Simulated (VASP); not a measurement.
# La (Pm-3m) in VASP: further runs

La is run at these levels: PBE; tasks: single point.

All numbers are computed with VASP 6.6.1; they aren't measurements. Logs are shortened: lines on timing, memory, paths and dates and some standing lists are left out, and cuts for length are marked.

## (1) The cell of the first run

Symmetry: Pm-3m, No. 221, cubic system. The conventional cell has a = 2.454 Å, b = 2.454 Å, c = 2.454 Å, α = 90.00°, β = 90.00°, γ = 90.00°. La (site symmetry m-3m) has 6 La at 2.45 Å within 3.2 Å.

## (2) Single point, PBE (volume scaled by 0.4)

The input, INCAR:

```
SYSTEM = La
PREC = Accurate
ENCUT = 500
EDIFF = 1E-6
ISMEAR = -1
SIGMA = 0.08
LREAL = .False.
LASPH = .True.
NELM = 200
ALGO = Normal
ISIF = 2
LWAVE = .False.
LCHARG = .False.
GGA = PE
NBANDS = 12
GGA_COMPAT = .False.
LMAXMIX = 6
```

The input, KPOINTS:

```
Automatic mesh
0
Gamma
  12 12 12
  0 0 0
```

The input, POSCAR:

```
La
1.0
    2.4539194712      0.0000000000      0.0000000000
    0.0000000000      2.4539194712      0.0000000000
    0.0000000000      0.0000000000      2.4539194712
La
1
Direct
    0.0000000000      0.0000000000      0.0000000000
```

Potentials or basis: VASP PAW PBE potentials, release 64 (La).

Command:

```console
cat potpaw_PBE.64/La/POTCAR > POTCAR
mpirun -np 1 vasp_std > vasp.out
```

OUTCAR:

```text
SYSTEM = La
   PREC = Accurate
   ENCUT = 500
   EDIFF = 1E-6
   ISMEAR = -1
   LREAL = .False.
   LASPH = .True.
   NELM = 200
   ISIF = 2
   GGA = PE

 ion  position               nearest neighbor table
   1  0.000  0.000  0.000-

  LATTYP: Found a simple cubic cell.
 ALAT       =     2.4539194712

  Lattice vectors:

 A1 = (   2.4539194712,   0.0000000000,   0.0000000000)
 A2 = (   0.0000000000,   2.4539194712,   0.0000000000)
 A3 = (   0.0000000000,   0.0000000000,   2.4539194712)

Analysis of symmetry for initial positions (statically):
=====================================================================
 Subroutine PRICEL returns:
 Original cell was already a primitive cell.

 Routine SETGRP: Setting up the symmetry group for a
 simple cubic supercell.

 Subroutine GETGRP returns: Found 48 space group operations
 (whereof 48 operations were pure point group operations)
 out of a pool of 48 trial point group operations.

The static configuration has the point symmetry O_h .

Analysis of symmetry for dynamics (positions and initial velocities):
=====================================================================
 Subroutine PRICEL returns:
 Original cell was already a primitive cell.

 Routine SETGRP: Setting up the symmetry group for a
 simple cubic supercell.

 Subroutine GETGRP returns: Found 48 space group operations
 (whereof 48 operations were pure point group operations)
 out of a pool of 48 trial point group operations.

The dynamic configuration has the point symmetry O_h .

 Subroutine INISYM returns: Found 48 space group operations
 (whereof 48 operations are pure point group operations),
 and found     1 'primitive' translations

----------------------------------------------------------------------------------------

                                     Primitive cell

  volume of cell :      14.7768

  direct lattice vectors                    reciprocal lattice vectors
     2.453919471  0.000000000  0.000000000     0.407511335  0.000000000  0.000000000
     0.000000000  2.453919471  0.000000000     0.000000000  0.407511335  0.000000000
     0.000000000  0.000000000  2.453919471     0.000000000  0.000000000  0.407511335

  length of vectors
     2.453919471  2.453919471  2.453919471     0.407511335  0.407511335  0.407511335

  position of ions in fractional coordinates (direct lattice)
     0.000000000  0.000000000  0.000000000

  ion indices of the primitive-cell ions
   primitive index   ion index
                 1           1

----------------------------------------------------------------------------------------

 KPOINTS: Automatic mesh

Automatic generation of k-mesh.
 Grid dimensions read from file:
 generate k-points for:   12   12   12

 Generating k-lattice:

  Cartesian coordinates                     Fractional coordinates (reciprocal lattice)
     0.033959278  0.000000000  0.000000000     0.083333333  0.000000000  0.000000000
     0.000000000  0.033959278  0.000000000     0.000000000  0.083333333  0.000000000
     0.000000000  0.000000000  0.033959278     0.000000000  0.000000000  0.083333333

  Length of vectors
     0.033959278  0.033959278  0.033959278

  Shift w.r.t. Gamma in fractional coordinates (k-lattice)
     0.000000000  0.000000000  0.000000000

 Subroutine IBZKPT returns following result:
 ===========================================

 Found     84 irreducible k-points:

 Following reciprocal coordinates:
            Coordinates               Weight
  0.000000  0.000000  0.000000      1.000000
  0.083333  0.000000  0.000000      6.000000
  0.166667  0.000000  0.000000      6.000000
  0.250000  0.000000  0.000000      6.000000
  0.333333  0.000000  0.000000      6.000000
  0.416667  0.000000  0.000000      6.000000
[... 16 lines left out ...]
  0.333333  0.333333  0.000000     12.000000
  0.416667  0.333333  0.000000     24.000000
 [... further k-points ...]
   k-points           NKPTS =     84   k-points in BZ     NKDIM =     84   number of bands    NBANDS=     12
   number of dos      NEDOS =    301   number of ions     NIONS =      1
   total plane-waves  NPLWV =   5832
   dimension x,y,z NGX =    18 NGY =   18 NGZ =   18
   dimension x,y,z NGXF=    36 NGYF=   36 NGZF=   36
   ions per type =               1
   NGX,Y,Z   is equivalent  to a cutoff of  12.19, 12.19, 12.19 a.u.
   NGXF,Y,Z  is equivalent  to a cutoff of  24.39, 24.39, 24.39 a.u.
 SYSTEM =  La
   PREC   = accura    normal or accurate (medium, high low for compatibility)
   ISTART =      0    job   : 0-new  1-cont  2-samecut
   ICHARG =      2    charge: 1-file 2-atom 10-const
   ISPIN  =      1    spin polarized calculation?
   LNONCOLLINEAR =      F non collinear calculations
   LSORBIT =      F    spin-orbit coupling
   LASPH  =      T    aspherical Exc in radial PAW
   ENCUT  =  500.0 eV  36.75 Ry    6.06 a.u.   4.47  4.47  4.47*2*pi/ulx,y,z
   NELM   =    200;   NELMIN=  2; NELMDL= -5     # of ELM steps
   EDIFF  = 0.1E-05   stopping-criterion for ELM
   LREAL  =      F    real-space projection
   EDIFFG = 0.1E-04   stopping-criterion for IOM
   NSW    =      0    number of steps for IOM
   IBRION =     -1    ionic relax: 0-MD 1-quasi-New 2-CG
   NFREE  =      0    steps in history (QN), initial steepest desc. (CG)
   ISIF   =      2    stress and relaxation
   ISYM   =      2    0-nonsym 1-usesym 2-fastsym
   POTIM  = 0.5000    time-step for ionic-motion
   TEBEG  =    0.0;   TEEND  =   0.0 temperature during run
   PSTRESS=    0.0 pullay stress
   NELECT =      11.0000    total number of electrons
   NUPDOWN=      -1.0000    fix difference up-down
   EMIN   =  10.00;   EMAX   =-10.00  energy-range for DOS
   EFERMI =   0.00;   METHOD = LEGACY
   ISMEAR =    -1;   SIGMA  =   0.08  broadening in eV -4-tet -1-fermi 0-gaus
   EFERMI_NEDOS =   21; number of points for ismear=-14 and -15
   IALGO  =     38    algorithm
   IMIX   =      4    mixing-type and parameters
     AMIX     =   0.40;   BMIX     =  1.00
     AMIX_MAG =   1.60;   BMIX_MAG =  1.00
  volume/ion in A,a.u.               =      14.78        99.72
  Fermi-wavevector in a.u.,A,eV,Ry     =   1.483698  2.803782 29.951305  2.201359
  Thomas-Fermi vector in A             =   2.597327
   LORBIT       =      0    0 simple, 1 ext, 2 COOP (PROOUT), +10 PAW based schemes
   GGA     = PE    functional components
   LHFCALC =     F    Hartree Fock is set to
   AEXX    =    0.0000 exact exchange contribution
   IVDW    =     0    specifies the selected vdW correction
   LEPSILON=     F    determine dielectric tensor
   LRPA    =     F    only Hartree local field effects (RPA)
 non-spin polarized calculation
  energy-cutoff  :      500.00
  volume of cell :       14.78
 maximum number of plane-waves:       389
 NGX is ok and might be reduce to    18
   NGX =  9   NGY =  9   NGZ =  9

 number of electron      11.0000002 magnetization

 Free energy of the ion-electron system (eV)
  ---------------------------------------------------
  ext. energy  EPLUGINS =         0.00000000
  ---------------------------------------------------
  free energy    TOTEN  =         0.60387068 eV

  energy without entropy =        0.62766510  energy(sigma->0) =        0.61576789

 E-fermi :  20.6877     XC(G=0): -13.8911

 val. band max:       20.6688410268   @ k =   0.1667   0.0833   0.0833
 cond. band min:      20.7157291078   @ k =   0.5000   0.4167   0.1667
 fundamental gap:      0.0468880810
 Fermi energy:        20.6876585232

 k-point     1 :       0.0000    0.0000    0.0000
  band No.  band energies     occupation
      1     -15.5220      2.00000
      2       8.8570      2.00000
      3       8.8570      2.00000
      4       8.8570      2.00000
      5      17.5339      2.00000
      6      17.5339      2.00000
      7      22.2483      0.00000
      8      24.4925      0.00000
      9      24.4925      0.00000
     10      24.4925      0.00000
     11      26.7862      0.00000
     12      26.7862      0.00000

 k-point     2 :       0.0833    0.0000    0.0000
  band No.  band energies     occupation
      1     -15.3882      2.00000
      2       7.5671      2.00000
      3       8.9715      2.00000
      4       8.9715      2.00000
      5      17.6300      2.00000
      6      18.4811      2.00000
      7      22.8473      0.00000
      8      24.3743      0.00000
      9      24.5299      0.00000
     10      24.5299      0.00000
     11      26.7715      0.00000
     12      26.7861      0.00000

 k-point     3 :       0.1667    0.0000    0.0000
  band No.  band energies     occupation
      1     -14.9978      2.00000
      2       4.9669      2.00000
      3       9.2967      2.00000
      4       9.2967      2.00000
      5      17.9135      2.00000
      6      19.7256      1.99999
      7      24.0268      0.00000
      8      24.6395      0.00000
      9      24.6395      0.00000
     10      24.7657      0.00000
     11      26.7211      0.00000
     12      26.7836      0.00000

 k-point     4 :       0.2500    0.0000    0.0000
  band No.  band energies     occupation
      1     -14.3906      2.00000
      2       2.2531      2.00000
      3       9.7745      2.00000
      4       9.7745      2.00000
      5      18.3680      2.00000
      6      20.4177      1.93383
      7      23.4771      0.00000
      8      24.8179      0.00000
      9      24.8179      0.00000
     10      25.9873      0.00000
     11      26.5365      0.00000
     12      26.7692      0.00000

 k-point     5 :       0.3333    0.0000    0.0000
  band No.  band energies     occupation
      1     -13.6604      2.00000
      2      -0.1044      2.00000
      3      10.2999      2.00000
      4      10.2999      2.00000
      5      18.9580      2.00000
      6      20.8543      0.22161
      7      22.7831      0.00000
      8      25.0715      0.00000
      9      25.0715      0.00000
     10      25.9803      0.00000
     11      26.3703      0.00000
     12      26.7155      0.00000
[... 228 lines left out ...]
      1     -11.8319      2.00000
      2      -0.8169      2.00000
      3       4.3388      2.00000
      4      11.6569      2.00000
      5      17.0524      2.00000
      6      21.3214      0.00073
      7      22.4875      0.00000
      8      25.2450      0.00000
      9      25.6178      0.00000
     10      25.9301      0.00000
     11      25.9382      0.00000
     12      26.8902      0.00000

 k-point    22 :       0.5000    0.2500    0.0000
  band No.  band energies     occupation
      1     -11.5442      2.00000
      2      -1.4440      2.00000
      3       4.5334      2.00000
      4      11.8223      2.00000
      5      16.6131      2.00000
      6      21.8925      0.00000
      7      21.9459      0.00000
      8      25.1609      0.00000
      9      25.8809      0.00000
     10      25.9435      0.00000
     11      26.1204      0.00000
     12      26.6628      0.00000

 k-point    23 :       0.3333    0.3333    0.0000
  band No.  band energies     occupation
      1     -11.7506      2.00000
      2       1.2104      2.00000
      3       1.7165      2.00000
      4      11.7625      2.00000
      5      16.4602      2.00000
      6      21.2071      0.00302
      7      22.8364      0.00000
      8      25.2356      0.00000
      9      25.5416      0.00000
     10      25.8755      0.00000
     11      25.9168      0.00000
     12      26.9935      0.00000

 k-point    24 :       0.4167    0.3333    0.0000
  band No.  band energies     occupation
      1     -11.0652      2.00000
      2      -0.2471      2.00000
      3       1.9673      2.00000
      4      12.1887      2.00000
      5      15.1966      2.00000
      6      21.6758      0.00001
      7      22.5397      0.00000
      8      25.0374      0.00000
      9      25.8953      0.00000
     10      25.9784      0.00000
     11      26.2674      0.00000
     12      26.7140      0.00000

 [... further k-points ...]

------------------------ aborting loop because EDIFF is reached ----------------------------------------

  FORCE on cell =-STRESS in cart. coord.  units (eV):
  Direction    XX          YY          ZZ          XY          YZ          ZX
  --------------------------------------------------------------------------------------
  -------------------------------------------------------------------------------------
  Total       17.8013000     17.8013000     17.8013000     -0.0000000     -0.0000000      0.0000000
  in kB     1930.1069839   1930.1069839   1930.1069839     -0.0000000     -0.0000000      0.0000000
  external PRESSURE =    1930.1069839 kB  Pullay stress =       0.0000000 kB

 VOLUME and BASIS-vectors are now :
 -----------------------------------------------------------------------------
  energy-cutoff  :      500.00
  volume of cell :       14.78
      direct lattice vectors                 reciprocal lattice vectors
     2.453919471  0.000000000  0.000000000     0.407511335  0.000000000  0.000000000
     0.000000000  2.453919471  0.000000000     0.000000000  0.407511335  0.000000000
     0.000000000  0.000000000  2.453919471     0.000000000  0.000000000  0.407511335

 POSITION                                       TOTAL-FORCE (eV/Angst)
 -----------------------------------------------------------------------------------
      0.00000      0.00000      0.00000         0.000000      0.000000      0.000000
 -----------------------------------------------------------------------------------
    total drift:                               -0.000000      0.000000      0.000000

  FREE ENERGIE OF THE ION-ELECTRON SYSTEM (eV)
  ---------------------------------------------------
  free  energy   TOTEN  =         0.6038706778 eV

  energy  without entropy=        0.6276651011  energy(sigma->0) =        0.61576789
```

Run time: 14 s. Hardware: 1 thread of Intel Xeon Platinum 8259CL at 2.50GHz (Skylake/Cascade Lake), shared host; peak memory 0.14 GiB.

Results:

- Free energy: 0.6039 eV
- Pressure: 193.0 GPa

Caveat: spin-orbit coupling is left out, which moves the levels of the heavy elements.

## (3) Single point, PBE (volume scaled by 0.45)

The input, INCAR:

```
SYSTEM = La
ALGO = Normal
EDIFF = 1E-6
ENCUT = 500
GGA = PE
GGA_COMPAT = .False.
ISIF = 2
ISMEAR = -1
LASPH = .True.
LCHARG = .False.
LMAXMIX = 6
LREAL = .False.
LWAVE = .False.
NBANDS = 12
NELM = 200
PREC = Accurate
SIGMA = 0.08
```

The input, KPOINTS:

```
k-points
0
Gamma
  12 12 12
  0 0 0
```

The input, POSCAR:

```
La
1.0
    2.5521790976      0.0000000000      0.0000000000
    0.0000000000      2.5521790976      0.0000000000
    0.0000000000      0.0000000000      2.5521790976
La
1
Direct
    0.0000000000      0.0000000000      0.0000000000
```

Potentials or basis: VASP PAW PBE potentials, release 64 (La).

Command:

```console
cat potpaw_PBE.64/La/POTCAR > POTCAR
mpirun -np 1 vasp_std > vasp.out
```

It took 13 s on 1 thread of Intel Xeon Platinum 8259CL at 2.50GHz (Skylake/Cascade Lake), shared host; peak memory 0.15 GiB.

It converged, with:

```
Free energy : -1.1629 eV
Pressure    : 119.6 GPa
```

Levels at points of the mesh, in eV from the Fermi level:
```tsv
k point	band 1	band 2	band 3	band 4	band 5	band 6	band 7	band 8	band 9	band 10
(0.00, 0.00, 0.00)	-35.28	-12.53	-12.53	-12.53	-2.94	-2.94	0.38	3.50	3.50	3.50
(0.50, 0.00, 0.00)	-33.08	-21.97	-10.97	-10.97	-0.84	0.68	1.18	3.63	4.44	4.44
(0.50, 0.50, 0.00)	-30.80	-20.17	-20.17	-9.44	-6.86	1.67	1.67	3.78	4.05	4.98
(0.50, 0.50, 0.50)	-28.37	-18.54	-18.54	-18.54	-3.94	-3.94	-3.94	-0.31	4.62	4.62
```

Caveat: spin-orbit coupling is left out, which moves the levels of the heavy elements.

## (4) Single point, PBE (volume scaled by 0.55)

The input, INCAR:

```
SYSTEM = La
ALGO     = Normal         ! electronic algorithm
EDIFF    = 1E-6           ! SCF threshold, eV
ENCUT    = 500            ! plane-wave cutoff, eV
GGA      = PE             ! functional
GGA_COMPAT= .FALSE.      
ISIF     = 2              ! what is computed and relaxed
ISMEAR   = -1             ! smearing method
LASPH    = .TRUE.         ! aspherical terms in the spheres
LCHARG   = .TRUE.         ! write CHGCAR
LELF     = .TRUE.         ! ELF
LMAXMIX  = 6              ! l up to which the mixer works
LREAL    = .FALSE.        ! projectors in reciprocal space
LVHAR    = .TRUE.       
LWAVE    = .FALSE.        ! write WAVECAR
NBANDS   = 12             ! bands
NELM     = 200            ! most SCF steps
PREC     = Accurate       ! precision mode
SIGMA    = 0.08           ! smearing width, eV
```

The input, KPOINTS:

```
k-points
0
G
  12 12 12
  0 0 0
```

The input, POSCAR:

```
La
1.0
    2.7287340239      0.0000000000      0.0000000000
    0.0000000000      2.7287340239      0.0000000000
    0.0000000000      0.0000000000      2.7287340239
La
1
Direct
    0.0000000000      0.0000000000      0.0000000000
```

Command:

```console
cat potpaw_PBE.64/La/POTCAR > POTCAR
mpirun -np 1 vasp_std > vasp.out
```

Wall time 15 s (1 thread of Intel Xeon Platinum 8259CL at 2.50GHz (Skylake/Cascade Lake), shared host); peak memory 0.15 GiB.

The run converged. Its results:

```yaml
Free_energy: -2.9822 eV
Pressure: 50.3 GPa
```

Levels at points of the mesh, in eV from the Fermi level:
| k point | band 1 | band 2 | band 3 | band 4 | band 5 | band 6 | band 7 | band 8 | band 9 | band 10 |
| --- | --- | --- | --- | --- | --- | --- | --- | --- | --- | --- |
| (0.00, 0.00, 0.00) | -34.11 | -13.57 | -13.57 | -13.57 | -2.48 | -2.48 | -1.13 | 3.05 | 3.05 | 3.05 |
| (0.50, 0.00, 0.00) | -32.73 | -20.34 | -12.61 | -12.61 | -0.82 | 0.87 | 1.42 | 1.71 | 3.61 | 3.61 |
| (0.50, 0.50, 0.00) | -31.34 | -19.09 | -19.09 | -11.70 | -5.48 | 1.73 | 1.73 | 2.46 | 3.28 | 4.01 |
| (0.50, 0.50, 0.50) | -29.92 | -17.97 | -17.97 | -17.97 | -3.07 | -3.07 | -3.07 | 0.38 | 3.72 | 3.72 |

Caveat: spin-orbit coupling is left out, which moves the levels of the heavy elements.

## (5) The runs side by side

```csv
cell,gap on the mesh (eV),pressure (GPa)
"a = 2.454 Å, 1 atom",none,193.0
"a = 2.552 Å, 1 atom",none,119.6
"a = 2.729 Å, 1 atom",none,50.3
```

Alike in all rows: task single point; level PBE; potentials or basis VASP PAW PBE potentials, release 64 (La); no spin polarisation; k mesh 12 × 12 × 12; cutoff (eV) 500; smearing fermi-dirac 0.08 eV.

Caveats: spin-orbit coupling is left out, which moves the levels of the heavy elements.

Total energies depend on the potentials used, so only differences within one code and one set of settings carry meaning.
